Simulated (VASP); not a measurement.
Write the native input for VASP 6.6.1 that does the following.

```yaml
Task: single point
Functional: r2SCAN
Potentials_or_basis: VASP PAW PBE potentials, release 64 (Mg_sv, O)
Cutoff: 750 eV
k_mesh: 10 × 10 × 10
Occupations: gaussian, width 0.01 eV
Spin: no spin polarisation
Dipole_correction: no
Further_INCAR_settings: ALGO = Normal; EDIFF = 1e-06; NBANDS = 15
```

MgO:

```xyz
2
Lattice="0.0000 2.1022 2.1022 2.1581 0.0000 2.1022 2.1581 2.1022 0.0000" Properties=species:S:1:pos:R:3 pbc="T T T"
Mg    0.0000    0.0000    0.0000
O     2.1581    2.1022    2.1022
```

This cell differs from its parent crystal: uniaxial x strain +2.7%.

The input as run:

POSCAR

```
MgO
1.0
    0.0000000000      2.1021674168      2.1021674168
    2.1580850701      0.0000000000      2.1021674168
    2.1580850701      2.1021674168      0.0000000000
Mg O
1 1
Direct
    0.0000000000      0.0000000000      0.0000000000
    0.5000000000      0.5000000000      0.5000000000
```

INCAR.step1

```
SYSTEM = MgO
PREC = Accurate
ENCUT = 750
ISMEAR = 0
SIGMA = 0.01
LREAL = .False.
LASPH = .True.
NELM = 120
NBANDS = 15
GGA = PE
ALGO = Normal
EDIFF = 1E-5
LWAVE = .True.
LCHARG = .False.
GGA_COMPAT = .False.
```

INCAR.step2

```
SYSTEM = MgO
PREC = Accurate
ENCUT = 750
EDIFF = 1E-6
ISMEAR = 0
SIGMA = 0.01
LREAL = .False.
LASPH = .True.
NELM = 120
ALGO = Normal
ISIF = 2
LWAVE = .False.
LCHARG = .False.
METAGGA = R2SCAN
LMIXTAU = .True.
NBANDS = 15
ISTART = 1
GGA_COMPAT = .False.
```

KPOINTS

```
regular mesh
0
Gamma
  10 10 10
  0 0 0
```

Potentials or basis: VASP PAW PBE potentials, release 64 (Mg_sv, O).

Run with:

```console
$ cat potpaw_PBE.64/Mg_sv/POTCAR potpaw_PBE.64/O/POTCAR > POTCAR
$ cp INCAR.step1 INCAR
$ mpirun -np 1 vasp_std > vasp.out
$ cp INCAR.step2 INCAR
$ mpirun -np 1 vasp_std > vasp.out
```

It gave:

| Item | Value |
| --- | --- |
| Pressure | -3.9 GPa |
| Band gap on the k mesh | 5.40 eV |

Caveat: the cell differs from its parent crystal (uniaxial x strain +2.7%); the cell stands under tension; the PAW data sets were made with another functional, which shifts forces and pressure a little.

Wall time 3.1 min on 1 thread of Intel(R) Xeon(R) Platinum 8488C (Sapphire Rapids), on a shared host, peak memory 0.19 GiB.
